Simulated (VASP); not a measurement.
Set up this calculation in VASP 6.6.1, as the native input.

```yaml
Task: single point
Functional: PBE
Potentials_or_basis: VASP PAW PBE potentials, release 64 (Zn, Rh_pv, Se)
Cutoff: 520 eV
k_mesh: 8 × 8 × 8
Occupations: gaussian, width 0.1 eV
Spin: no spin polarisation
Dipole_correction: no
Further_INCAR_settings: ALGO = Normal; EDIFF = 1e-06; NBANDS = 30
```

The structure of ZnRhSe3 lies in POSCAR:

```
ZnRhSe3
1.0
    4.9004060559      0.0000000000      0.0000000000
    0.0000000000      4.9004060559      0.0000000000
    0.0000000000      0.0000000000      4.9004060559
Zn Rh Se
1 1 3
Direct
    0.0000000000      0.0000000000      0.0000000000
    0.5000000000      0.5000000000      0.5000000000
    0.0000000000      0.5000000000      0.5000000000
    0.5000000000      0.0000000000      0.5000000000
    0.5000000000      0.5000000000      0.0000000000
```

The cell was built from a structure type or drawn by symmetry, and may not be a known phase.

The input as run:

INCAR

```
  PREC = Accurate
  ENCUT = 520
  EDIFF = 1E-6
  ISMEAR = 0
  SIGMA = 0.1
  LREAL = F
  LASPH = T
  NELM = 80
  ALGO = Normal
  ISIF = 2
  LWAVE = F
  LCHARG = T
  GGA = PE
  LELF = T
  LVHAR = T
  NBANDS = 30
```

KPOINTS

```
Automatic mesh
0
Gamma
  8 8 8
```

Potentials or basis: VASP PAW PBE potentials, release 64 (Zn, Rh_pv, Se).

Run with:

```bash
$ cat potpaw_PBE.64/Zn/POTCAR potpaw_PBE.64/Rh_pv/POTCAR potpaw_PBE.64/Se/POTCAR > POTCAR
$ mpirun -np 1 vasp_std > vasp.out
```

It gave:

| Property | Result |
| --- | --- |
| Pressure | 0.0 GPa |
| Band gap on the k mesh | zero (an odd number of electrons rules out a gap without spin polarisation) |

It took 2.2 min on 1 thread of Intel Xeon 8259CL (shared host), peak memory 0.28 GiB.
